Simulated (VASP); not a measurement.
# Ag8S in VASP: single point with PBE

Aim: the single point of Ag8S with PBE.

All numbers are computed with VASP 6.6.1; they aren't measurements. Logs are shortened: lines on timing, memory, paths and dates and some standing lists are left out, and cuts for length are marked.

### 1 The cell of the first run

The cell holds a disordered packing, 18 atoms: a = 7.333 Å, b = 7.049 Å, c = 6.875 Å, α = 90.23°, β = 88.14°, γ = 87.46°.

### 2 Single point, PBE

File INCAR:

```
PREC     = Accurate       # precision mode
ENCUT    = 520            # plane-wave cutoff, eV
EDIFF    = 1E-6           # SCF threshold, eV
ISMEAR   = -1             # smearing method
SIGMA    = 0.1896         # smearing width, eV
LREAL    = Auto         
LASPH    = True           # aspherical terms in the spheres
NELM     = 100            # most SCF steps
ALGO     = Normal         # electronic algorithm
ISIF     = 2              # what is computed and relaxed
LWAVE    = False          # write WAVECAR
LCHARG   = False          # write CHGCAR
GGA      = PE             # functional
NBANDS   = 109            # bands
```

File KPOINTS:

```
regular mesh
0
Gamma
  3 3 4
```

File POSCAR:

```
Ag8S
1.0
    7.3298670000      0.1596030000      0.1154240000
    0.1596030000      7.0469740000     -0.0154180000
    0.1154240000     -0.0154180000      6.8739790000
Ag S
16 2
Direct
    0.5317479051      0.5930248929      0.1901135190
    0.9383558622      0.8810298839      0.8700603626
    0.6927936080      0.4935265780      0.5116395398
    0.3771579432      0.1508299348      0.5275932755
    0.9841124169      0.6413414567      0.1964294730
    0.3064772012      0.6483916362      0.4776922454
    0.6029731302      0.9418789402      0.2643776348
    0.2473254360      0.5422513689      0.8778697922
    0.0974386751      0.2615393627      0.1273404448
    0.5921931526      0.8622773101      0.8125390652
    0.4528409936      0.2469487207      0.9124232416
    0.9316729789      0.9671345038      0.3933902171
    0.7269247438      0.1593648534      0.6683375777
    0.0341668880      0.3303442013      0.5243301823
    0.8171557770      0.4657106570      0.9132251253
    0.2350560099      0.8752114106      0.1267953215
    0.5837948743      0.2624865702      0.2127643602
    0.2263082922      0.8837931720      0.7439098730
```

Potentials or basis: VASP PAW PBE potentials, release 64 (Ag, S).

On the command line:

```
$ cat potpaw_PBE.64/Ag/POTCAR potpaw_PBE.64/S/POTCAR > POTCAR
$ mpirun -np 1 vasp_std > vasp.out
```

OUTCAR:

```text
PREC = Accurate
   ENCUT = 520
   EDIFF = 1E-6
   ISMEAR = -1
   LREAL = Auto
   LASPH = True
   NELM = 100
   ISIF = 2
   GGA = PE

 ion  position               nearest neighbor table
   1  0.532  0.593  0.190-  17 2.35   6 2.55   7 2.59   3 2.62  15 2.89  16 2.93   8 3.07  11 3.18
                            10 3.25   5 3.35
   2  0.938  0.881  0.870-  18 2.26  10 2.59   5 2.83  13 2.84  16 2.84  15 3.11   8 3.22  12 3.34
                             9 3.47
   3  0.693  0.494  0.512-  13 2.60   1 2.62  14 2.71  17 2.78  15 2.94   6 3.01   5 3.20  10 3.36
                             4 3.42
   4  0.377  0.151  0.528-  18 2.66  17 2.74  14 2.77  13 2.77   7 2.78  11 2.81  10 3.23   3 3.42
                             6 3.54   9 3.55  16 3.57
   5  0.984  0.641  0.196-  16 2.56  15 2.66  12 2.67   9 2.80   2 2.83   8 2.93   6 3.10  14 3.17
                             3 3.20   1 3.35   7 3.45
   6  0.306  0.648  0.478-  18 2.50   1 2.55   8 2.88  16 2.95   3 3.01  14 3.08   5 3.10   7 3.37
                            12 3.54  10 3.54   4 3.54
   7  0.603  0.942  0.264-  17 2.29   1 2.59  12 2.61   4 2.78  16 2.94  10 3.16  13 3.34   6 3.37
                            11 3.42   5 3.45
   8  0.247  0.542  0.878-  11 2.53  18 2.58   9 2.86   6 2.88  16 2.90   5 2.93   1 3.07   2 3.22
                            15 3.23  14 3.32  10 3.48
   9  0.097  0.262  0.127-  14 2.79   5 2.80   8 2.86  16 2.86  15 2.90  11 2.95  12 3.04   2 3.47
                             4 3.55
  10  0.592  0.862  0.813-  13 2.55   2 2.59  18 2.74  11 2.93   7 3.16   4 3.23   1 3.25  15 3.27
                            16 3.34   3 3.36   8 3.48   6 3.54
  11  0.453  0.247  0.912-  17 2.31   8 2.53  13 2.63   4 2.81  10 2.93   9 2.95  15 3.14   1 3.18
                             7 3.42  16 3.44
  12  0.932  0.967  0.393-   7 2.61   5 2.67  13 2.70  14 2.85  16 2.89   9 3.04   2 3.34   6 3.54

  13  0.727  0.159  0.668-  10 2.55   3 2.60  11 2.63  12 2.70  14 2.76   4 2.77   2 2.84  15 2.85
                             7 3.34
  14  0.034  0.330  0.524-   3 2.71  13 2.76   4 2.77   9 2.79  12 2.85   6 3.08   5 3.17  15 3.19
                             8 3.32
  15  0.817  0.466  0.913-   5 2.66  13 2.85   1 2.89   9 2.90   3 2.94  17 3.04   2 3.11  11 3.14
                            14 3.19   8 3.23  10 3.27
  16  0.235  0.875  0.127-   5 2.56  18 2.64   2 2.84   9 2.86  12 2.89   8 2.90   1 2.93   7 2.94
                             6 2.95  10 3.34  11 3.44   4 3.57
  17  0.584  0.262  0.213-   7 2.29  11 2.31   1 2.35   4 2.74   3 2.78  15 3.04
  18  0.226  0.884  0.744-   2 2.26   6 2.50   8 2.58  16 2.64   4 2.66  10 2.74

  LATTYP: Found a triclinic cell.
 ALAT       =     9.9431224849
 B/A-ratio  =     0.7089119158
 C/A-ratio  =     0.6914292063
 COS(alpha) =     0.0040489116
 COS(beta)  =     0.0268176149
 COS(gamma) =     0.6761982126

  Lattice vectors:

 A1 = (  -7.1702640000,   6.8873710000,  -0.1308420000)
 A2 = (   0.1596030000,   7.0469740000,  -0.0154180000)
 A3 = (  -0.1154240000,   0.0154180000,  -6.8739790000)

Analysis of symmetry for initial positions (statically):
=====================================================================
 Subroutine PRICEL returns:
 Original cell was already a primitive cell.

 Routine SETGRP: Setting up the symmetry group for a
 triclinic supercell.

 Subroutine GETGRP returns: Found  1 space group operations
 (whereof  1 operations were pure point group operations)
 out of a pool of  2 trial point group operations.

The static configuration has the point symmetry C_1 .

Analysis of symmetry for dynamics (positions and initial velocities):
=====================================================================
 Subroutine PRICEL returns:
 Original cell was already a primitive cell.

 Routine SETGRP: Setting up the symmetry group for a
 triclinic supercell.

 Subroutine GETGRP returns: Found  1 space group operations
 (whereof  1 operations were pure point group operations)
 out of a pool of  2 trial point group operations.

The dynamic configuration has the point symmetry C_1 .

 Subroutine INISYM returns: Found  1 space group operations
 (whereof  1 operations are pure point group operations),
 and found     1 'primitive' translations

----------------------------------------------------------------------------------------

                                     Primitive cell

  volume of cell :     354.7930

  direct lattice vectors                    reciprocal lattice vectors
     7.329867000  0.159603000  0.115424000     0.136531775 -0.003097263 -0.002299512
     0.159603000  7.046974000 -0.015418000    -0.003097263  0.141975839  0.000370452
     0.115424000 -0.015418000  6.873979000    -0.002299512  0.000370452  0.145515593

  length of vectors
     7.332512943  7.048798010  6.874965288     0.136586260  0.142010102  0.145534232

  position of ions in fractional coordinates (direct lattice)
     0.531747905  0.593024893  0.190113519
     0.938355862  0.881029884  0.870060363
     0.692793608  0.493526578  0.511639540
     0.377157943  0.150829935  0.527593276
     0.984112417  0.641341457  0.196429473
     0.306477201  0.648391636  0.477692245
[... 10 lines left out ...]
     0.583794874  0.262486570  0.212764360
     0.226308292  0.883793172  0.743909873

  ion indices of the primitive-cell ions
   primitive index   ion index
                 1           1
                 2           2
                 3           3
                 4           4
                 5           5
                 6           6
[... 10 lines left out ...]
                17          17
                18          18

----------------------------------------------------------------------------------------

 KPOINTS: regular mesh

Automatic generation of k-mesh.
 Grid dimensions read from file:
 generate k-points for:    3    3    4

 Generating k-lattice:

  Cartesian coordinates                     Fractional coordinates (reciprocal lattice)
     0.045510592 -0.001032421 -0.000766504     0.333333333  0.000000000 -0.000000000
    -0.001032421  0.047325280  0.000123484     0.000000000  0.333333333 -0.000000000
    -0.000574878  0.000092613  0.036378898     0.000000000  0.000000000  0.250000000

  Length of vectors
     0.045528753  0.047336701  0.036383558

  Shift w.r.t. Gamma in fractional coordinates (k-lattice)
     0.000000000  0.000000000  0.000000000

 Subroutine IBZKPT returns following result:
 ===========================================

 Found     19 irreducible k-points:

 Following reciprocal coordinates:
            Coordinates               Weight
  0.000000  0.000000  0.000000      1.000000
  0.333333  0.000000  0.000000      2.000000
  0.000000  0.333333  0.000000      2.000000
  0.333333  0.333333 -0.000000      2.000000
 -0.333333  0.333333 -0.000000      2.000000
  0.000000 -0.000000  0.250000      2.000000
[... 11 lines left out ...]
  0.333333  0.333333  0.500000      2.000000
 -0.333333  0.333333  0.500000      2.000000
   k-points           NKPTS =     19   k-points in BZ     NKDIM =     19   number of bands    NBANDS=    109
   number of dos      NEDOS =    301   number of ions     NIONS =     18
   total plane-waves  NPLWV = 163296
   dimension x,y,z NGX =    56 NGY =   54 NGZ =   54
   dimension x,y,z NGXF=   112 NGYF=  108 NGZF=  108
   ions per type =              16   2
   NGX,Y,Z   is equivalent  to a cutoff of  12.70, 12.74, 13.06 a.u.
   NGXF,Y,Z  is equivalent  to a cutoff of  25.39, 25.47, 26.12 a.u.
 SYSTEM =  unknown system
   PREC   = accura    normal or accurate (medium, high low for compatibility)
   ISTART =      0    job   : 0-new  1-cont  2-samecut
   ICHARG =      2    charge: 1-file 2-atom 10-const
   ISPIN  =      1    spin polarized calculation?
   LNONCOLLINEAR =      F non collinear calculations
   LSORBIT =      F    spin-orbit coupling
   LASPH  =      T    aspherical Exc in radial PAW
   ENCUT  =  520.0 eV  38.22 Ry    6.18 a.u.  13.63 13.11 12.78*2*pi/ulx,y,z
   NELM   =    100;   NELMIN=  2; NELMDL= -5     # of ELM steps
   EDIFF  = 0.1E-05   stopping-criterion for ELM
   LREAL  =      T    real-space projection
   EDIFFG = 0.1E-04   stopping-criterion for IOM
   NSW    =      0    number of steps for IOM
   IBRION =     -1    ionic relax: 0-MD 1-quasi-New 2-CG
   NFREE  =      0    steps in history (QN), initial steepest desc. (CG)
   ISIF   =      2    stress and relaxation
   ISYM   =      2    0-nonsym 1-usesym 2-fastsym
   POTIM  = 0.5000    time-step for ionic-motion
   TEBEG  =    0.0;   TEEND  =   0.0 temperature during run
   PSTRESS=    0.0 pullay stress
   NELECT =     188.0000    total number of electrons
   NUPDOWN=      -1.0000    fix difference up-down
   EMIN   =  10.00;   EMAX   =-10.00  energy-range for DOS
   EFERMI =   0.00;   METHOD = LEGACY
   ISMEAR =    -1;   SIGMA  =   0.19  broadening in eV -4-tet -1-fermi 0-gaus
   EFERMI_NEDOS =   21; number of points for ismear=-14 and -15
   IALGO  =     38    algorithm
   IMIX   =      4    mixing-type and parameters
     AMIX     =   0.40;   BMIX     =  1.00
     AMIX_MAG =   1.60;   BMIX_MAG =  1.00
  volume/ion in A,a.u.               =      19.71       133.01
  Fermi-wavevector in a.u.,A,eV,Ry     =   1.324756  2.503425 23.877919  1.754978
  Thomas-Fermi vector in A             =   2.454267
   LORBIT       =      0    0 simple, 1 ext, 2 COOP (PROOUT), +10 PAW based schemes
   GGA     = PE    functional components
   LHFCALC =     F    Hartree Fock is set to
   AEXX    =    0.0000 exact exchange contribution
   IVDW    =     0    specifies the selected vdW correction
   LEPSILON=     F    determine dielectric tensor
   LRPA    =     F    only Hartree local field effects (RPA)
 non-spin polarized calculation
  energy-cutoff  :      520.00
  volume of cell :      354.79
 maximum number of plane-waves:      9568
 NGX is ok and might be reduce to    54
   NGX = 27   NGY = 27   NGZ = 25

 number of electron     187.9999996 magnetization

 Free energy of the ion-electron system (eV)
  ---------------------------------------------------
  ext. energy  EPLUGINS =         0.00000000
  ---------------------------------------------------
  free energy    TOTEN  =       -46.51748604 eV

  energy without entropy =      -45.92620270  energy(sigma->0) =      -46.22184437

 E-fermi :   6.4286     XC(G=0): -11.0676

 val. band max:        6.4277691161   @ k =   0.0000  -0.0000   0.5000
 cond. band min:       6.4375946564   @ k =  -0.3333  -0.0000   0.2500
 fundamental gap:      0.0098255403
 Fermi energy:         6.4285921542

 k-point     1 :       0.0000    0.0000    0.0000
  band No.  band energies     occupation
      1      -7.1634      2.00000
      2      -7.0337      2.00000
      3      -0.1759      2.00000
      4      -0.0008      2.00000
      5       0.0106      2.00000
      6       0.1488      2.00000
[... 98 lines left out ...]
    105      10.6598      0.00000
    106      10.8576      0.00000

 k-point     2 :       0.3333    0.0000    0.0000
  band No.  band energies     occupation
      1      -7.1560      2.00000
      2      -7.0302      2.00000
      3      -0.1833      2.00000
      4      -0.1362      2.00000
      5       0.0630      2.00000
      6       0.1803      2.00000
[... 1845 lines left out ...]
 k-point    19 :      -0.3333    0.3333    0.5000
  band No.  band energies     occupation
      1      -7.1185      2.00000
      2      -7.0349      2.00000
      3      -0.5118      2.00000
      4      -0.1862      2.00000
      5       0.0439      2.00000
      6       0.2542      2.00000
[... 98 lines left out ...]
    105      10.5663      0.00000
    106      10.9530      0.00000
 [bands above 106 left out]

------------------------ aborting loop because EDIFF is reached ----------------------------------------

  FORCE on cell =-STRESS in cart. coord.  units (eV):
  Direction    XX          YY          ZZ          XY          YZ          ZX
  --------------------------------------------------------------------------------------
  -------------------------------------------------------------------------------------
  Total       13.0107424     15.1271968      7.6322857     -1.7345241      0.7561651     -0.8443996
  in kB       58.7540294     68.3115336     34.4659457     -7.8327798      3.4146971     -3.8131474
  external PRESSURE =      53.8438362 kB  Pullay stress =       0.0000000 kB

 VOLUME and BASIS-vectors are now :
 -----------------------------------------------------------------------------
  energy-cutoff  :      520.00
  volume of cell :      354.79
      direct lattice vectors                 reciprocal lattice vectors
     7.329867000  0.159603000  0.115424000     0.136531775 -0.003097263 -0.002299512
     0.159603000  7.046974000 -0.015418000    -0.003097263  0.141975839  0.000370452
     0.115424000 -0.015418000  6.873979000    -0.002299512  0.000370452  0.145515593

 POSITION                                       TOTAL-FORCE (eV/Angst)
 -----------------------------------------------------------------------------------
      4.01423      4.26097      1.35907         0.075582      0.437131     -1.838494
      7.11906      6.34494      6.07550        -1.245002     -0.008821      0.513111
      5.21591      3.58055      3.58936        -0.034026      1.069051      0.501082
      2.84949      1.11496      3.66787        -0.401078      0.249837     -0.137711
      7.33845      4.67356      1.45395        -0.751663     -1.031958      0.855789
      2.40506      4.61075      3.30902        -0.716937      0.024463      0.443302
[... 10 lines left out ...]
      4.34559      1.93963      1.52587         0.545066      0.296924      0.931650
      1.88573      6.25272      5.12612         1.698287      0.398192     -0.578921
 -----------------------------------------------------------------------------------
    total drift:                               -0.003625      0.002184      0.008116

  FREE ENERGIE OF THE ION-ELECTRON SYSTEM (eV)
  ---------------------------------------------------
  free  energy   TOTEN  =       -46.5174860394 eV

  energy  without entropy=      -45.9262027044  energy(sigma->0) =      -46.22184437
```

It took 32 min on 1 thread of AMD EPYC 7R13, shared host; peak memory 0.65 GiB.

What came out:

| Item | Value |
| --- | --- |
| Free energy | -46.5175 eV |
| Pressure | 5.4 GPa |
| Largest force | 2.075 eV/Å |
| Band gap on the k mesh | zero (bands 94 and 95 overlap by 0.39 eV) |

Forces in eV/Å, atoms in the order of the input:
```
Ag   0.076  0.437 -1.838
Ag  -1.245 -0.009  0.513
Ag  -0.034  1.069  0.501
Ag  -0.401  0.250 -0.138
Ag  -0.752 -1.032  0.856
Ag  -0.717  0.024  0.443
Ag  -0.303 -1.147 -0.262
Ag  -0.880  0.581 -0.338
Ag  -0.001 -0.203 -0.006
Ag  -1.346 -1.524  0.412
Ag  -0.382 -0.864 -0.438
Ag   1.135  0.247  0.313
Ag   0.978  0.105 -0.201
Ag   0.467  0.506  0.336
Ag  -0.068 -0.018 -0.780
Ag   1.230  0.882  0.274
S    0.545  0.297  0.932
S    1.698  0.398 -0.579
```

Caveat: the atoms stand as in a frame of molecular dynamics.
